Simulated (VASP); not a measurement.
Input of a VASP 6.6.1 run:

Contents of INCAR:

```
SYSTEM = Ti
PREC = Accurate
ENCUT = 520
EDIFF = 1E-6
ISMEAR = 0
SIGMA = 0.15
LREAL = .False.
LASPH = .True.
NELM = 100
ALGO = Fast
ISIF = 2
LWAVE = .False.
LCHARG = .True.
GGA = PE
LELF = .True.
LVHAR = .True.
NBANDS = 25
```

File KPOINTS:

```
Automatic mesh
0
Gamma
  12 12 14
  0 0 0
```

File POSCAR:

```
Ti
1.0
    4.7165000000      0.0000000000      0.0000000000
   -2.3582500000      4.0846088169      0.0000000000
    0.0000000000      0.0000000000      2.9450000000
Ti
3
Direct
    0.0000000000      0.0000000000      0.0000000000
    0.3333333333      0.6666666667      0.5000000000
    0.6666666667      0.3333333333      0.5000000000
```

Potentials or basis: VASP PAW PBE potentials, release 64 (Ti_sv).

Command:

```sh
$ cat potpaw_PBE.64/Ti_sv/POTCAR > POTCAR
$ mpirun -np 1 vasp_std > vasp.out
```

**Question.** Estimate the pressure.

**Answer.** -9.4 GPa.

**Question.** What does it give for the band gap on the k mesh?

**Answer.** Zero (bands 18 and 19 overlap by 0.25 eV).

Stress tensor (GPa, compression positive):
```
 -8.73   0.00   0.00
  0.00  -8.73   0.00
  0.00   0.00 -10.59
```

Caveat: the cell stands under tension.
